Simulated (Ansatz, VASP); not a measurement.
# Two plane-wave programs on Be2C

```
Be C
1.0
     0.00000    2.16500    2.16500
     2.16500    0.00000    2.16500
     2.16500    2.16500    0.00000
Be C
2 1
Direct
  0.25000 0.25000 0.25000
  0.75000 0.75000 0.75000
  0.00000 0.00000 0.00000
```

Alike in both runs: task single point; functional PBE; dispersion D3(BJ); k mesh 8 × 8 × 8; no spin polarisation.

```csv
,VASP,Ansatz
version,VASP 6.6.1,Ansatz 0.2.0
potentials or method,"VASP PAW PBE potentials, release 64 (Be, C), cutoff 600 eV","plane waves, PAW"
occupations,"gaussian, width 0.01 eV",fixed
valence electrons in the cell,8,8
```

```tsv
	VASP	Ansatz	Ansatz less VASP
pressure (GPa)	-7.5	-7.7	-0.26
```
